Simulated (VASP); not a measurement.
Runs of VASP 6.6.1 on Li2O. The structure is that of space group Fm-3m (No. 225), or close to it. The cells are those of the table. 

```tsv
cell	gap on the mesh (eV)	pressure (GPa)
a = 3.338 Å, angles 60.0°, 3 atoms	(a)	(b)
a = 3.179 Å, angles 60.0°, 3 atoms	5.14	7.9
a = 3.122 Å, angles 60.0°, 3 atoms	5.23	14.5
a = 3.233 Å, angles 60.0°, 3 atoms	(c)	2.7
a = 3.286 Å, angles 60.0°, 3 atoms	4.94	-1.4
```

Alike in all rows: task single point; level PBE; potentials or basis VASP PAW PBE potentials, release 64 (O, Li_sv); no spin polarisation; k mesh 6 × 6 × 6; cutoff (eV) 750; smearing gaussian 0.01 eV.

Q: Estimate the missing entries.

A: (a) 4.81; (b) -4.7; (c) 5.04.

A k mesh can miss the band edges.
